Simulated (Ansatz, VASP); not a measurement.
Fe in VASP and in Ansatz

Contents of INCAR:

```
SYSTEM = Fe
PREC = Accurate
ENCUT = 600
EDIFF = 1E-6
ISMEAR = -1
SIGMA = 0.1
LREAL = .False.
LASPH = .True.
NELM = 200
ALGO = Normal
ISIF = 2
LWAVE = .False.
LCHARG = .False.
ISPIN = 2
MAGMOM = 4
LORBIT = 11
LMAXMIX = 4
GGA = PS
NBANDS = 14
GGA_COMPAT = .False.
```

The input KPOINTS:

```
regular mesh
0
Gamma
  13 13 13
  0 0 0
```

File POSCAR:

```
Fe
1.0
   -1.4314200000      1.4314200000      1.4314200000
    1.4314200000     -1.4314200000      1.4314200000
    1.4314200000      1.4314200000     -1.4314200000
Fe
1
Direct
    0.0000000000      0.0000000000      0.0000000000
```

Input for Ansatz:

```yaml
crystal:
  lattice:
    - [-1.43142, 1.43142, 1.43142]
    - [1.43142, -1.43142, 1.43142]
    - [1.43142, 1.43142, -1.43142]
  atoms:
    - { symbol: Fe, position: [0.0, 0.0, 0.0], spin: 4.0 }
magnetization:
  spin_polarized: true
hamiltonian:
  xc: pbesol
  pseudopotentials: { kind: paw }
basis:
  ecutwfc: 420
kpoints:
  mp_grid: { grid: [13, 13, 13] }
scf:
  occupations: { method: fermi_dirac, width: 0.1 }
  lower_state_search: "off"
output:
  forces: true
  stress: true
```

Alike in both runs: task single point; functional PBEsol; k mesh 13 × 13 × 13; occupations fermi-dirac, width 0.1 eV; collinear spin.

|  | VASP | Ansatz |
| --- | --- | --- |
| version | VASP 6.6.1 | Ansatz 0.2.0 |
| potentials or method | VASP PAW PBE potentials, release 64 (Fe), cutoff 600 eV | PAW, plane waves, scalar-relativistic |
| valence electrons in the cell | 8 | 16 |

Ansatz gave:

- pressure (GPa): -14.9
- net moment per atom (μB): 2.20
- size of the moment on the site where the two differ most (μB): 2.25

Problem. Which values does VASP return?

Solution. Pressure (GPa): -14.8; net moment per atom (μB): 2.22; size of the moment on the site where the two differ most (μB): 2.22.

VASP's potentials were made for PBE, not for PBEsol. Site moments also hang on the region over which each program counts them. With one functional, cell and mesh, what is left measures potentials, basis and numerics. VASP's potentials hold 8 valence electrons a cell and Ansatz's 16, so a difference there can come from the potentials and not from the codes.
